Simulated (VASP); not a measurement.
Be4AlFe:

```
Be Al Fe
1.0
     0.00000    2.98528    2.98528
     2.98528    0.00000    2.98528
     2.98528    2.98528    0.00000
Be Al Fe
4 1 1
Direct
  0.87691 0.87691 0.36928
  0.87691 0.36928 0.87691
  0.36928 0.87691 0.87691
  0.87691 0.87691 0.87691
  0.50000 0.50000 0.50000
  0.25000 0.25000 0.25000
```

Base run:

- Program: VASP 6.6.1
- Functional: r2SCAN
- Potentials or basis: VASP PAW PBE potentials, release 64 (Be, Al, Fe)
- Cutoff: 520 eV
- k mesh: 7 × 7 × 7
- Occupations: gaussian, width 0.1 eV
- Spin: collinear spin, ferromagnetic start
- Starting moments: [0.0, 0.0, 0.0, 0.0, 0.0, 2.4] μB

Its results: pressure 0.4 GPa; net moment 0.93 μB per cell; site moments Be -0.01; Al -0.01; Fe +1.04 μB; largest force 0.072 eV/Å.

Task: The run is repeated on the same cell with these changes: functional from r2SCAN to PBEsol; further incar settings from ALGO = Normal; EDIFF = 1e-07; NBANDS = 22 to ALGO = Normal; EDIFF = 1e-06; NBANDS = 22. What comes out?

Result: Pressure -0.7 GPa; net moment 0.82 μB per cell; site moments Be +0.01; Al -0.00; Fe +0.76 μB; largest force 0.038 eV/Å.

Caveats: the PAW data sets were made with another functional, which shifts forces and pressure a little.
